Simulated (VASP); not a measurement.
# AlN (I-4m2) in VASP: further runs, part 2 of 2

VASP 6.6.1. Earlier steps stand in the parts before.

## Step 4: Single point, PBE

This run uses another cell than the first one, of the same volume but with other edges.

The input, INCAR:

```
SYSTEM = AlN
ALGO = Normal
EDIFF = 1E-6
ENCUT = 520
GGA = PE
ISIF = 2
ISMEAR = 0
LASPH = .True.
LCHARG = .True.
LELF = .True.
LREAL = .False.
LVHAR = .True.
LWAVE = .False.
NBANDS = 11
NELM = 100
PREC = Accurate
SIGMA = 0.05
```

The input, KPOINTS:

```
k-points
0
Gamma
  10 10 10
  0 0 0
```

The input, POSCAR:

```
AlN
1.0
    0.0000000000      2.3241432764      1.9755217849
    2.3241432764      0.0000000000      1.9755217849
    2.3241432764      2.3241432764      0.0000000000
Al N
1 1
Direct
    0.0000000000      0.0000000000      0.0000000000
    0.7500000000      0.7500000000      0.7500000000
```

Potentials or basis: VASP PAW PBE potentials, release 64 (Al, N).

Run with:

```
$ cat potpaw_PBE.64/Al/POTCAR potpaw_PBE.64/N/POTCAR > POTCAR
$ mpirun -np 1 vasp_std > vasp.out
```

OUTCAR:

```text
SYSTEM = AlN
   EDIFF = 1E-6
   ENCUT = 520
   GGA = PE
   ISIF = 2
   ISMEAR = 0
   LASPH = .True.
   LREAL = .False.
   NELM = 100
   PREC = Accurate

 ion  position               nearest neighbor table
   1  0.000  0.000  0.000-   2 1.92   2 1.92   2 1.92   2 1.92
   2  0.750  0.750  0.750-   1 1.92   1 1.92   1 1.92   1 1.92

  LATTYP: Found a body centered tetragonal cell.
 ALAT       =     3.2868349424
 C/A-ratio  =     1.2020815280

  Lattice vectors:

 A1 = (   0.0000000000,  -2.3241432764,  -1.9755217849)
 A2 = (   0.0000000000,   2.3241432764,  -1.9755217849)
 A3 = (   2.3241432764,   0.0000000000,   1.9755217849)

Analysis of symmetry for initial positions (statically):
=====================================================================
 Subroutine PRICEL returns:
 Original cell was already a primitive cell.

 Routine SETGRP: Setting up the symmetry group for a
 body centered tetragonal supercell.

 Subroutine GETGRP returns: Found  8 space group operations
 (whereof  8 operations were pure point group operations)
 out of a pool of 16 trial point group operations.

The static configuration has the point symmetry D_2d.

Analysis of symmetry for dynamics (positions and initial velocities):
=====================================================================
 Subroutine PRICEL returns:
 Original cell was already a primitive cell.

 Routine SETGRP: Setting up the symmetry group for a
 body centered tetragonal supercell.

 Subroutine GETGRP returns: Found  8 space group operations
 (whereof  8 operations were pure point group operations)
 out of a pool of 16 trial point group operations.

The dynamic configuration has the point symmetry D_2d.

 Subroutine INISYM returns: Found  8 space group operations
 (whereof  8 operations are pure point group operations),
 and found     1 'primitive' translations

----------------------------------------------------------------------------------------

                                     Primitive cell

  volume of cell :      21.3421

  direct lattice vectors                    reciprocal lattice vectors
     0.000000000  2.324143276  1.975521785    -0.215133036  0.215133036  0.253097690
     2.324143276  0.000000000  1.975521785     0.215133036 -0.215133036  0.253097690
     2.324143276  2.324143276  0.000000000     0.215133036  0.215133036 -0.253097690

  length of vectors
     3.050299705  3.050299705  3.286834942     0.395756096  0.395756096  0.395756096

  position of ions in fractional coordinates (direct lattice)
     0.000000000  0.000000000  0.000000000
     0.750000000  0.750000000  0.750000000

  ion indices of the primitive-cell ions
   primitive index   ion index
                 1           1
                 2           2

----------------------------------------------------------------------------------------

 KPOINTS: k-points

Automatic generation of k-mesh.
 Grid dimensions read from file:
 generate k-points for:   10   10   10

 Generating k-lattice:

  Cartesian coordinates                     Fractional coordinates (reciprocal lattice)
    -0.021513304  0.021513304  0.025309769     0.100000000  0.000000000  0.000000000
     0.021513304 -0.021513304  0.025309769     0.000000000  0.100000000  0.000000000
     0.021513304  0.021513304 -0.025309769    -0.000000000 -0.000000000  0.100000000

  Length of vectors
     0.039575610  0.039575610  0.039575610

  Shift w.r.t. Gamma in fractional coordinates (k-lattice)
     0.000000000  0.000000000  0.000000000

 Subroutine IBZKPT returns following result:
 ===========================================

 Found    102 irreducible k-points:

 Following reciprocal coordinates:
            Coordinates               Weight
  0.000000  0.000000  0.000000      1.000000
  0.100000  0.000000  0.000000      8.000000
  0.200000  0.000000  0.000000      8.000000
  0.300000  0.000000  0.000000      8.000000
  0.400000  0.000000  0.000000      8.000000
  0.500000  0.000000  0.000000      4.000000
[... 16 lines left out ...]
  0.300000  0.300000  0.000000      2.000000
  0.400000  0.300000  0.000000      8.000000
 [... further k-points ...]
   k-points           NKPTS =    102   k-points in BZ     NKDIM =    102   number of bands    NBANDS=     11
   number of dos      NEDOS =    301   number of ions     NIONS =      2
   total plane-waves  NPLWV =  13824
   dimension x,y,z NGX =    24 NGY =   24 NGZ =   24
   dimension x,y,z NGXF=    48 NGYF=   48 NGZF=   48
   ions per type =               1   1
   NGX,Y,Z   is equivalent  to a cutoff of  13.08, 13.08, 12.14 a.u.
   NGXF,Y,Z  is equivalent  to a cutoff of  26.16, 26.16, 24.28 a.u.
 SYSTEM =  AlN
   PREC   = accura    normal or accurate (medium, high low for compatibility)
   ISTART =      0    job   : 0-new  1-cont  2-samecut
   ICHARG =      2    charge: 1-file 2-atom 10-const
   ISPIN  =      1    spin polarized calculation?
   LNONCOLLINEAR =      F non collinear calculations
   LSORBIT =      F    spin-orbit coupling
   LASPH  =      T    aspherical Exc in radial PAW
   ENCUT  =  520.0 eV  38.22 Ry    6.18 a.u.   5.67  5.67  6.11*2*pi/ulx,y,z
   NELM   =    100;   NELMIN=  2; NELMDL= -5     # of ELM steps
   EDIFF  = 0.1E-05   stopping-criterion for ELM
   LREAL  =      F    real-space projection
   EDIFFG = 0.1E-04   stopping-criterion for IOM
   NSW    =      0    number of steps for IOM
   IBRION =     -1    ionic relax: 0-MD 1-quasi-New 2-CG
   NFREE  =      0    steps in history (QN), initial steepest desc. (CG)
   ISIF   =      2    stress and relaxation
   ISYM   =      2    0-nonsym 1-usesym 2-fastsym
   POTIM  = 0.5000    time-step for ionic-motion
   TEBEG  =    0.0;   TEEND  =   0.0 temperature during run
   PSTRESS=    0.0 pullay stress
   NELECT =       8.0000    total number of electrons
   NUPDOWN=      -1.0000    fix difference up-down
   EMIN   =  10.00;   EMAX   =-10.00  energy-range for DOS
   EFERMI =   0.00;   METHOD = LEGACY
   ISMEAR =     0;   SIGMA  =   0.05  broadening in eV -4-tet -1-fermi 0-gaus
   EFERMI_NEDOS =   21; number of points for ismear=-14 and -15
   IALGO  =     38    algorithm
   IMIX   =      4    mixing-type and parameters
     AMIX     =   0.40;   BMIX     =  1.00
     AMIX_MAG =   1.60;   BMIX_MAG =  1.00
  volume/ion in A,a.u.               =      10.67        72.01
  Fermi-wavevector in a.u.,A,eV,Ry     =   1.180390  2.230614 18.957286  1.393321
  Thomas-Fermi vector in A             =   2.316684
   LORBIT       =      0    0 simple, 1 ext, 2 COOP (PROOUT), +10 PAW based schemes
   GGA     = PE    functional components
   LHFCALC =     F    Hartree Fock is set to
   AEXX    =    0.0000 exact exchange contribution
   IVDW    =     0    specifies the selected vdW correction
   LEPSILON=     F    determine dielectric tensor
   LRPA    =     F    only Hartree local field effects (RPA)
 non-spin polarized calculation
 Gauss-broadening in eV      SIGMA  =   0.05
  energy-cutoff  :      520.00
  volume of cell :       21.34
 maximum number of plane-waves:       588
   NGX = 11   NGY = 11   NGZ = 13

 number of electron       8.0000000 magnetization

 Free energy of the ion-electron system (eV)
  ---------------------------------------------------
  ext. energy  EPLUGINS =         0.00000000
  ---------------------------------------------------
  free energy    TOTEN  =       -14.73465004 eV

  energy without entropy =      -14.73465004  energy(sigma->0) =      -14.73465004

 E-fermi :   6.4607     XC(G=0): -10.8531

 val. band max:        6.1836930887   @ k =   0.0000   0.0000   0.0000
 cond. band min:       8.9152312530   @ k =   0.5000   0.5000   0.0000
 fundamental gap:      2.7315381643
 Fermi energy:         6.4606662807

 k-point     1 :       0.0000    0.0000    0.0000
  band No.  band energies     occupation
      1      -9.0476      2.00000
      2       5.6830      2.00000
      3       5.6830      2.00000
      4       6.1837      2.00000
      5       9.7132      0.00000
      6      18.0963      0.00000
      7      18.2954      0.00000
      8      18.2954      0.00000
      9      20.8135      0.00000
     10      22.9420      0.00000
     11      22.9420      0.00000
[... 309 lines left out ...]
 k-point    24 :       0.4000    0.3000    0.0000
  band No.  band energies     occupation
      1      -6.7607      2.00000
      2       2.0051      2.00000
      3       3.7233      2.00000
      4       3.7759      2.00000
      5      11.0135      0.00000
      6      13.6472      0.00000
      7      18.7521      0.00000
      8      19.0900      0.00000
      9      20.5413      0.00000
     10      25.6044      0.00000
     11      28.5699      0.00000

 [... further k-points ...]
[... 5 lines left out ...]
  --------------------------------------------------------------------------------------
  -------------------------------------------------------------------------------------
  Total       -0.9224160     -0.9224160      0.8539588      0.0000000      0.0000000     -0.0000000
  in kB      -69.2468108    -69.2468108     64.1076566      0.0000000      0.0000000     -0.0000000
  external PRESSURE =     -24.7953216 kB  Pullay stress =       0.0000000 kB

 VOLUME and BASIS-vectors are now :
 -----------------------------------------------------------------------------
  energy-cutoff  :      520.00
  volume of cell :       21.34
      direct lattice vectors                 reciprocal lattice vectors
     0.000000000  2.324143276  1.975521785    -0.215133036  0.215133036  0.253097690
     2.324143276  0.000000000  1.975521785     0.215133036 -0.215133036  0.253097690
     2.324143276  2.324143276  0.000000000     0.215133036  0.215133036 -0.253097690

 POSITION                                       TOTAL-FORCE (eV/Angst)
 -----------------------------------------------------------------------------------
      0.00000      0.00000      0.00000        -0.000000     -0.000000     -0.000000
      3.48621      3.48621      2.96328         0.000000      0.000000      0.000000
 -----------------------------------------------------------------------------------
    total drift:                               -0.000000     -0.000000      0.000001

  FREE ENERGIE OF THE ION-ELECTRON SYSTEM (eV)
  ---------------------------------------------------
  free  energy   TOTEN  =       -14.7346500399 eV

  energy  without entropy=      -14.7346500399  energy(sigma->0) =      -14.73465004
```

OSZICAR:

```text
N       E                     dE             d eps       ncg     rms          rms(c)
DAV:   1     0.108572018230E+02    0.10857E+02   -0.38108E+03  2308   0.605E+02
DAV:   2    -0.161551992520E+02   -0.27012E+02   -0.26296E+02  2726   0.136E+02
DAV:   3    -0.170245480031E+02   -0.86935E+00   -0.86820E+00  2780   0.233E+01
DAV:   4    -0.170289500371E+02   -0.44020E-02   -0.44017E-02  2550   0.181E+00
DAV:   5    -0.170290026498E+02   -0.52613E-04   -0.52612E-04  2744   0.192E-01    0.843E+00
DAV:   6    -0.147424164035E+02    0.22866E+01   -0.11542E+01  2565   0.170E+01    0.278E+00
DAV:   7    -0.147415056210E+02    0.91078E-03   -0.16418E-01  2498   0.330E+00    0.201E+00
DAV:   8    -0.147362955782E+02    0.52100E-02   -0.30723E-02  2421   0.165E+00    0.610E-01
DAV:   9    -0.147346048740E+02    0.16907E-02   -0.47348E-03  2697   0.413E-01    0.235E-01
DAV:  10    -0.147346438586E+02   -0.38985E-04   -0.50245E-04  2520   0.146E-01    0.184E-02
DAV:  11    -0.147346502749E+02   -0.64164E-05   -0.11078E-05  2631   0.251E-02    0.165E-02
DAV:  12    -0.147346500399E+02    0.23506E-06   -0.86594E-07  1522   0.697E-03
   1 F= -.14734650E+02 E0= -.14734650E+02  d E =-.132979E-17
```

Wall time 6 s (1 thread of Intel Xeon 6975P-C (Granite Rapids), shared host); peak memory 0.14 GiB.

Results:

| Item | Value |
| --- | --- |
| Free energy | -14.7347 eV |
| Pressure | -2.5 GPa |
| Band gap on the k mesh | 2.73 eV, indirect (least direct gap 3.53 eV) |

## Step 5: Summary

```tsv
cell	gap on the mesh (eV)	pressure (GPa)
a = 3.027, b = 3.027, c = 3.495 Å, angles 54.7, 54.7, 70.5°, 2 atoms	2.84	-9.9
a = 3.397, b = 3.397, c = 2.774 Å, angles 65.9, 65.9, 48.2°, 2 atoms	0.95	-4.4
a = 3.050, b = 3.050, c = 3.287 Å, angles 57.4, 57.4, 65.2°, 2 atoms	2.73	-2.5
```

Alike in all rows: task single point; level PBE; potentials or basis VASP PAW PBE potentials, release 64 (Al, N); no spin polarisation; k mesh 10 × 10 × 10; cutoff (eV) 520; smearing gaussian 0.05 eV.

Total energies depend on the potentials used, so only differences within one code and one set of settings carry meaning.
